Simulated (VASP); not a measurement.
# N in VASP: a series of runs

The runs below take N through electric field gradients, with PBEsol.

All numbers are computed with VASP 6.6.1; they aren't measurements. Logs are shortened: lines on timing, memory, paths and dates and some standing lists are left out, and cuts for length are marked.

## Step 1: The cell of the first run

Symmetry: P2_12_12_1, No. 19, orthorhombic system. Conventional cell: a = 5.649 Å, b = 5.649 Å, c = 5.705 Å, α = 90.00°, β = 90.00°, γ = 90.00°. N (site symmetry 1) has 12 N at 3.78 to 4.28 Å within 5.0 Å.

## Step 2: Electric field gradients, PBEsol (zz strain of +1 %)

The input, INCAR:

```
SYSTEM = N
PREC = Accurate
ENCUT = 520
EDIFF = 1E-8
ISMEAR = -1
SIGMA = 0.02
LREAL = .False.
LASPH = .True.
NELM = 100
ALGO = Normal
ISIF = 2
LWAVE = .False.
LCHARG = .False.
GGA = PS
LEFG = .True.
NBANDS = 18
```

The input, KPOINTS:

```
Automatic mesh
0
Gamma
  4 4 4
  0 0 0
```

The input, POSCAR:

```
N
1.0
    5.6490000000      0.0000000000      0.0000000000
    0.0000000000      5.6490000000      0.0000000000
    0.0000000000      0.0000000000      5.7054900000
N
4
Direct
    0.0300000000      0.0300000000      0.0300000000
    0.4700000000      0.9700000000      0.5300000000
    0.5300000000      0.4700000000      0.9700000000
    0.9700000000      0.5300000000      0.4700000000
```

Potentials or basis: VASP PAW PBE potentials, release 64 (N).

Started as:

```sh
cat potpaw_PBE.64/N/POTCAR > POTCAR
mpirun -np 1 vasp_std > vasp.out
```

OUTCAR:

```text
SYSTEM = N
   PREC = Accurate
   ENCUT = 520
   EDIFF = 1E-8
   ISMEAR = -1
   LREAL = .False.
   LASPH = .True.
   NELM = 100
   ISIF = 2
   GGA = PS

 ion  position               nearest neighbor table
   1  0.030  0.030  0.030-
   2  0.470  0.970  0.530-
   3  0.530  0.470  0.970-
   4  0.970  0.530  0.470-

  LATTYP: Found a simple tetragonal cell.
 ALAT       =     5.6490000000
 C/A-ratio  =     1.0100000000

  Lattice vectors:

 A1 = (   5.6490000000,   0.0000000000,   0.0000000000)
 A2 = (   0.0000000000,   5.6490000000,   0.0000000000)
 A3 = (   0.0000000000,   0.0000000000,   5.7054900000)

Analysis of symmetry for initial positions (statically):
=====================================================================
 Subroutine PRICEL returns:
 Original cell was already a primitive cell.

 Routine SETGRP: Setting up the symmetry group for a
 simple tetragonal supercell.

 Subroutine GETGRP returns: Found  4 space group operations
 (whereof  1 operations were pure point group operations)
 out of a pool of 16 trial point group operations.

The static configuration has the point symmetry C_1 .
 The point group associated with its full space group is D_2 .

Analysis of symmetry for dynamics (positions and initial velocities):
=====================================================================
 Subroutine PRICEL returns:
 Original cell was already a primitive cell.

 Routine SETGRP: Setting up the symmetry group for a
 simple tetragonal supercell.

 Subroutine GETGRP returns: Found  4 space group operations
 (whereof  1 operations were pure point group operations)
 out of a pool of 16 trial point group operations.

The dynamic configuration has the point symmetry C_1 .
 The point group associated with its full space group is D_2 .

 Subroutine INISYM returns: Found  4 space group operations
 (whereof  1 operations are pure point group operations),
 and found     1 'primitive' translations

----------------------------------------------------------------------------------------

                                     Primitive cell

  volume of cell :     182.0690

  direct lattice vectors                    reciprocal lattice vectors
     5.649000000  0.000000000  0.000000000     0.177022482  0.000000000  0.000000000
     0.000000000  5.649000000  0.000000000     0.000000000  0.177022482  0.000000000
     0.000000000  0.000000000  5.705490000     0.000000000  0.000000000  0.175269784

  length of vectors
     5.649000000  5.649000000  5.705490000     0.177022482  0.177022482  0.175269784

  position of ions in fractional coordinates (direct lattice)
     0.030000000  0.030000000  0.030000000
     0.470000000  0.970000000  0.530000000
     0.530000000  0.470000000  0.970000000
     0.970000000  0.530000000  0.470000000

  ion indices of the primitive-cell ions
   primitive index   ion index
                 1           1
                 2           2
                 3           3
                 4           4

----------------------------------------------------------------------------------------

 KPOINTS: Automatic mesh

Automatic generation of k-mesh.
 Grid dimensions read from file:
 generate k-points for:    4    4    4

 Generating k-lattice:

  Cartesian coordinates                     Fractional coordinates (reciprocal lattice)
     0.044255620  0.000000000  0.000000000     0.250000000  0.000000000  0.000000000
     0.000000000  0.044255620  0.000000000     0.000000000  0.250000000  0.000000000
     0.000000000  0.000000000  0.043817446     0.000000000  0.000000000  0.250000000

  Length of vectors
     0.044255620  0.044255620  0.043817446

  Shift w.r.t. Gamma in fractional coordinates (k-lattice)
     0.000000000  0.000000000  0.000000000

 Subroutine IBZKPT returns following result:
 ===========================================

 Found     27 irreducible k-points:

 Following reciprocal coordinates:
            Coordinates               Weight
  0.000000  0.000000  0.000000      1.000000
  0.250000  0.000000  0.000000      2.000000
  0.000000  0.250000  0.000000      2.000000
  0.500000  0.000000  0.000000      1.000000
  0.000000  0.500000  0.000000      1.000000
  0.250000  0.250000  0.000000      4.000000
[... 16 lines left out ...]
  0.000000  0.500000  0.500000      1.000000
  0.250000  0.250000  0.500000      4.000000
 [... further k-points ...]
   k-points           NKPTS =     27   k-points in BZ     NKDIM =     27   number of bands    NBANDS=     18
   number of dos      NEDOS =    301   number of ions     NIONS =      4
   total plane-waves  NPLWV =  74088
   dimension x,y,z NGX =    42 NGY =   42 NGZ =   42
   dimension x,y,z NGXF=    84 NGYF=   84 NGZF=   84
   ions per type =               4
   NGX,Y,Z   is equivalent  to a cutoff of  12.36, 12.36, 12.24 a.u.
   NGXF,Y,Z  is equivalent  to a cutoff of  24.72, 24.72, 24.48 a.u.
 SYSTEM =  N
   PREC   = accura    normal or accurate (medium, high low for compatibility)
   ISTART =      0    job   : 0-new  1-cont  2-samecut
   ICHARG =      2    charge: 1-file 2-atom 10-const
   ISPIN  =      1    spin polarized calculation?
   LNONCOLLINEAR =      F non collinear calculations
   LSORBIT =      F    spin-orbit coupling
   LASPH  =      T    aspherical Exc in radial PAW
   ENCUT  =  520.0 eV  38.22 Ry    6.18 a.u.  10.50 10.50 10.61*2*pi/ulx,y,z
   NELM   =    100;   NELMIN=  2; NELMDL= -5     # of ELM steps
   EDIFF  = 0.1E-07   stopping-criterion for ELM
   LREAL  =      F    real-space projection
   EDIFFG = 0.1E-06   stopping-criterion for IOM
   NSW    =      0    number of steps for IOM
   IBRION =     -1    ionic relax: 0-MD 1-quasi-New 2-CG
   NFREE  =      0    steps in history (QN), initial steepest desc. (CG)
   ISIF   =      2    stress and relaxation
   ISYM   =      2    0-nonsym 1-usesym 2-fastsym
   POTIM  = 0.5000    time-step for ionic-motion
   TEBEG  =    0.0;   TEEND  =   0.0 temperature during run
   PSTRESS=    0.0 pullay stress
   NELECT =      20.0000    total number of electrons
   NUPDOWN=      -1.0000    fix difference up-down
   EMIN   =  10.00;   EMAX   =-10.00  energy-range for DOS
   EFERMI =   0.00;   METHOD = LEGACY
   ISMEAR =    -1;   SIGMA  =   0.02  broadening in eV -4-tet -1-fermi 0-gaus
   EFERMI_NEDOS =   21; number of points for ismear=-14 and -15
   IALGO  =     38    algorithm
   IMIX   =      4    mixing-type and parameters
     AMIX     =   0.40;   BMIX     =  1.00
     AMIX_MAG =   1.60;   BMIX_MAG =  1.00
  volume/ion in A,a.u.               =      45.52       307.17
  Fermi-wavevector in a.u.,A,eV,Ry     =   0.784042  1.481625  8.363804  0.614722
  Thomas-Fermi vector in A             =   1.888094
   LORBIT       =      0    0 simple, 1 ext, 2 COOP (PROOUT), +10 PAW based schemes
   GGA     = PS    functional components
   LHFCALC =     F    Hartree Fock is set to
   AEXX    =    0.0000 exact exchange contribution
   IVDW    =     0    specifies the selected vdW correction
   LEPSILON=     F    determine dielectric tensor
   LRPA    =     F    only Hartree local field effects (RPA)
 non-spin polarized calculation
  energy-cutoff  :      520.00
  volume of cell :      182.07
 maximum number of plane-waves:      4945
   NGX = 21   NGY = 21   NGZ = 21

 number of electron      19.9999998 magnetization

 Free energy of the ion-electron system (eV)
  ---------------------------------------------------
  ext. energy  EPLUGINS =         0.00000000
  ---------------------------------------------------
  free energy    TOTEN  =        -2.51327372 eV

  energy without entropy =       -2.47378247  energy(sigma->0) =       -2.49352809

 E-fermi :  -5.4688     XC(G=0):  -5.0658

 val. band max:       -5.4689020099   @ k =   0.5000   0.5000   0.0000
 cond. band min:      -5.4667090007   @ k =   0.0000   0.5000   0.5000
 fundamental gap:      0.0021930092
 Fermi energy:        -5.4687820431

 k-point     1 :       0.0000    0.0000    0.0000
  band No.  band energies     occupation
      1     -17.1270      2.00000
      2     -16.9364      2.00000
      3     -16.9322      2.00000
      4     -16.9317      2.00000
      5      -5.9335      2.00000
      6      -5.9283      2.00000
[... 10 lines left out ...]
     17       0.9222      0.00000
     18       4.5818      0.00000

 k-point     2 :       0.2500    0.0000    0.0000
  band No.  band energies     occupation
      1     -17.1004      2.00000
      2     -16.9691      2.00000
      3     -16.9334      2.00000
      4     -16.9237      2.00000
      5      -5.8875      2.00000
      6      -5.8809      2.00000
[... 10 lines left out ...]
     17       1.3175      0.00000
     18       3.6123      0.00000

 k-point     3 :       0.0000    0.2500    0.0000
  band No.  band energies     occupation
      1     -17.1005      2.00000
      2     -16.9701      2.00000
      3     -16.9304      2.00000
      4     -16.9256      2.00000
      5      -5.8870      2.00000
      6      -5.8830      2.00000
[... 10 lines left out ...]
     17       1.3175      0.00000
     18       3.6124      0.00000

 k-point     4 :       0.5000    0.0000    0.0000
  band No.  band energies     occupation
      1     -17.0359      2.00000
      2     -17.0359      2.00000
      3     -16.9272      2.00000
      4     -16.9272      2.00000
      5      -5.7708      2.00000
      6      -5.7708      2.00000
[... 375 lines left out ...]
      4     -16.9561      2.00000
      5      -5.8468      2.00000
      6      -5.8468      2.00000
[... 10 lines left out ...]
     17       3.3895      0.00000
     18       3.3897      0.00000

 k-point    23 :       0.0000    0.5000    0.5000
  band No.  band energies     occupation
      1     -17.0065      2.00000
      2     -17.0065      2.00000
      3     -16.9553      2.00000
      4     -16.9553      2.00000
      5      -5.8458      2.00000
      6      -5.8458      2.00000
[... 10 lines left out ...]
     17       3.3900      0.00000
     18       3.3902      0.00000

 k-point    24 :       0.2500    0.2500    0.5000
  band No.  band energies     occupation
      1     -17.0142      2.00000
      2     -17.0142      2.00000
      3     -16.9475      2.00000
      4     -16.9475      2.00000
      5      -5.9212      2.00000
      6      -5.9212      2.00000
[... 10 lines left out ...]
     17       2.8938      0.00000
     18       2.8938      0.00000

 [... further k-points ...]
[... 5 lines left out ...]
  --------------------------------------------------------------------------------------
  -------------------------------------------------------------------------------------
  Total       -4.6255812     -4.6239844     -4.5277743      0.0000000      0.0000000      0.0000000
  in kB      -40.7043471    -40.6902958    -39.8436623      0.0000000      0.0000000      0.0000000
  external PRESSURE =     -40.4127684 kB  Pullay stress =       0.0000000 kB

 VOLUME and BASIS-vectors are now :
 -----------------------------------------------------------------------------
  energy-cutoff  :      520.00
  volume of cell :      182.07
      direct lattice vectors                 reciprocal lattice vectors
     5.649000000  0.000000000  0.000000000     0.177022482  0.000000000  0.000000000
     0.000000000  5.649000000  0.000000000     0.000000000  0.177022482  0.000000000
     0.000000000  0.000000000  5.705490000     0.000000000  0.000000000  0.175269784

 POSITION                                       TOTAL-FORCE (eV/Angst)
 -----------------------------------------------------------------------------------
      0.16947      0.16947      0.17116         0.214107      0.237323      0.216401
      2.65503      5.47953      3.02391        -0.214107     -0.237323      0.216401
      2.99397      2.65503      5.53433         0.214107     -0.237323     -0.216401
      5.47953      2.99397      2.68158        -0.214107      0.237323     -0.216401
 -----------------------------------------------------------------------------------
    total drift:                                0.000000      0.000000      0.000000

  FREE ENERGIE OF THE ION-ELECTRON SYSTEM (eV)
  ---------------------------------------------------
  free  energy   TOTEN  =        -2.5132737160 eV

  energy  without entropy=       -2.4737824699  energy(sigma->0) =       -2.49352809

 Electric field gradients (V/A^2)
---------------------------------------------------------------------
 ion       V_xx      V_yy      V_zz      V_xy      V_xz      V_yz
---------------------------------------------------------------------
   1       0.068    -0.083     0.015    -2.947    -3.066    -2.944
   2       0.068    -0.083     0.015    -2.947     3.066     2.944
   3       0.068    -0.083     0.015     2.947     3.066    -2.944
   4       0.068    -0.083     0.015     2.947    -3.066     2.944
---------------------------------------------------------------------

 Electric field gradients after diagonalization (V/A^2)
 (convention: |V_zz| > |V_xx| > |V_yy|)
----------------------------------------------------------------------
 ion       V_xx      V_yy      V_zz     asymmetry (V_yy - V_xx)/ V_zz
----------------------------------------------------------------------
   1       3.109     2.863    -5.971       0.041
   2       3.109     2.863    -5.971       0.041
   3       3.109     2.863    -5.971       0.041
   4       3.109     2.863    -5.971       0.041
----------------------------------------------------------------------

           NMR quadrupolar parameters

 Cq : quadrupolar parameter    Cq=e*Q*V_zz/h
 eta: asymmetry parameters     (V_yy - V_xx)/ V_zz
 Q  : nuclear electric quadrupole moment in mb (millibarn)
----------------------------------------------------------------------
 ion       Cq(MHz)       eta       Q (mb)
----------------------------------------------------------------------
   1      -0.014       0.041       1.000
   2      -0.014       0.041       1.000
   3      -0.014       0.041       1.000
   4      -0.014       0.041       1.000
----------------------------------------------------------------------
```

Wall time 62 s (1 thread of Intel Xeon Platinum 8259CL at 2.50GHz (Skylake/Cascade Lake), shared host); peak memory 0.27 GiB.

Results:

```
Free energy                             : -2.5133 eV
Pressure                                : -4.0 GPa
Largest force                           : 0.386 eV/Å
Band gap on the k mesh                  : zero (bands 10 and 11 overlap by 0.15 eV)
Largest electric field gradient by atom : N -6.0 V/Å²
```

Forces on the atoms (eV/Å):
```
N    0.214  0.237  0.216
N   -0.214 -0.237  0.216
N    0.214 -0.237 -0.216
N   -0.214  0.237 -0.216
```

Levels at points of the mesh, in eV from the Fermi level:
```csv
k point,band 6,band 7,band 8,band 9,band 10,band 11,band 12,band 13,band 14,band 15
"(0.00, 0.00, 0.00)",-0.46,-0.46,-0.03,-0.02,-0.02,0.01,0.01,0.06,0.24,0.24
"(0.50, 0.00, 0.00)",-0.30,-0.26,-0.26,-0.16,-0.16,0.02,0.02,0.14,0.14,0.15
"(0.00, 0.50, 0.00)",-0.31,-0.25,-0.25,-0.16,-0.16,0.02,0.02,0.13,0.13,0.15
"(0.50, 0.50, 0.00)",-0.38,-0.32,-0.32,-0.14,-0.14,0.00,0.00,0.18,0.18,0.21
"(0.00, 0.00, 0.50)",-0.31,-0.26,-0.26,-0.16,-0.16,0.02,0.02,0.14,0.14,0.15
"(0.50, 0.00, 0.50)",-0.38,-0.31,-0.31,-0.14,-0.14,0.00,0.00,0.17,0.17,0.21
"(0.00, 0.50, 0.50)",-0.38,-0.31,-0.31,-0.14,-0.14,0.00,0.00,0.17,0.17,0.21
"(0.50, 0.50, 0.50)",-0.55,-0.55,-0.55,0.15,0.15,0.15,0.15,0.17,0.17,0.17
```

Electric field gradients, principal values (V/Å²):
```csv
atom,least,middle,greatest (by size)
1 N,2.863,3.109,-5.971
2 N,2.863,3.109,-5.971
3 N,2.863,3.109,-5.971
4 N,2.863,3.109,-5.971
```

Caveat: the cell differs from its parent crystal (zz strain of +1 %); the cell stands under tension; without QUAD_EFG the Cq values of the log hold for a quadrupole moment of 1 mb, not for the nuclei; the PAW data sets were made with another functional, which shifts forces and pressure a little.

(Continued in part 2 of 3.)
